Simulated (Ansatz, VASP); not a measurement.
**One calculation of PbS, two programs**

INCAR

```
SYSTEM = PbS
PREC = Accurate
ENCUT = 600
EDIFF = 1E-6
ISMEAR = 0
SIGMA = 0.02
LREAL = .False.
LASPH = .True.
NELM = 100
ALGO = Normal
ISIF = 3
LWAVE = .False.
LCHARG = .False.
GGA = PE
IBRION = 2
NSW = 100
EDIFFG = -0.01
```

File KPOINTS:

```
regular mesh
0
Gamma
  10 10 10
  0 0 0
```

File POSCAR:

```
PbS
1.0
   -2.1351408460      2.1351408460      2.9671048819
    2.1351408460     -2.1351408460      2.9671048819
    2.1351408460      2.1351408460     -2.9671048819
Pb S
1 1
Direct
    0.5000000000      0.5000000000      0.0000000000
    0.0000000000      0.0000000000      0.0000000000
```

Input for Ansatz:

```yaml
crystal:
  lattice:
    - [-2.135140846, 2.135140846, 2.9671048819]
    - [2.135140846, -2.135140846, 2.9671048819]
    - [2.135140846, 2.135140846, -2.9671048819]
  atoms:
    - { symbol: Pb, position: [0.5, 0.5, 0.0] }
    - { symbol: S, position: [0.0, 0.0, 0.0] }
basis:
  ecutwfc: 420
kpoints:
  mp_grid: { grid: [10, 10, 10] }
hamiltonian:
  xc: pbe
scf:
  occupations: { method: gaussian, width: 0.02 }
output:
  forces: true
  stress: true
  eigenvalues: true
relax:
  adjacent_minimum: "off"
  f_tol: 0.01
  max_steps: 80
  cell: { stress_tol: 0.05 }
```

Alike in both runs: task relaxation of cell and atoms; functional PBE; k mesh 10 × 10 × 10; occupations gaussian, width 0.02 eV; no spin polarisation.

|  | VASP | Ansatz |
| --- | --- | --- |
| version | VASP 6.6.1 | Ansatz 0.2.0 |
| potentials or method | VASP PAW PBE potentials, release 64 (Pb_d, S), cutoff 600 eV | scalar-relativistic, plane waves, PAW |
| valence electrons in the cell | 20 | 20 |

|  | VASP | Ansatz | Ansatz less VASP |
| --- | --- | --- | --- |
| gap on the k mesh at the Fermi level, each at its own relaxed structure (eV) | 0.50 | 0.49 | -0.005 |
| relaxed volume (Å³/atom) | 27.10 | 27.11 | +0.011 |
| relaxed length of the cell vector where the two differ most in proportion (Å) | 4.248 | 4.248 | +0.0004 |

Spin-orbit coupling is off throughout.
